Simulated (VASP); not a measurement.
Set up this calculation in VASP 6.6.1, as the native input.

```yaml
Task: single point
Functional: PBE
Potentials_or_basis: VASP PAW PBE potentials, release 64 (Cu)
Cutoff: 520 eV
k_mesh: 32 × 32 × 32
Occupations: gaussian, width 0.15 eV
Spin: no spin polarisation
Dipole_correction: no
Further_INCAR_settings: ALGO = Fast; EDIFF = 1e-07; NBANDS = 12
```

The structure of Cu lies in POSCAR:

```
Cu
1.0
   -1.4957454982      1.4957454982      1.3425187871
    1.4957454982     -1.4957454982      1.3425187871
    1.4957454982      1.4957454982     -1.3425187871
Cu
1
Direct
    0.0000000000      0.0000000000      0.0000000000
```

This cell differs from its parent crystal: ratio of the length along z to the lengths across it x 0.96, volume and fractional coordinates fixed.

The input as run:

INCAR

```
ALGO = Fast ; EDIFF = 1E-7
ENCUT = 520 ; GGA = PE
ISIF = 2 ; ISMEAR = 0
LASPH = True ; LCHARG = False
LREAL = False ; LWAVE = False
NBANDS = 12 ; NELM = 80
PREC = Accurate ; SIGMA = 0.15
```

KPOINTS

```
k-points
0
Gamma
  32 32 32
```

Potentials or basis: VASP PAW PBE potentials, release 64 (Cu).

Launch:

```console
$ cat potpaw_PBE.64/Cu/POTCAR > POTCAR
$ mpirun -np 1 vasp_std > vasp.out
```

It gave:

```yaml
Pressure: 0.7 GPa
Band_gap_on_the_k_mesh: zero (an odd number of electrons rules out a gap without spin polarisation)
```

Wall time 3.2 min on 1 thread of Intel(R) Xeon(R) 6975P-C (Granite Rapids) (shared host), peak memory 0.43 GiB.
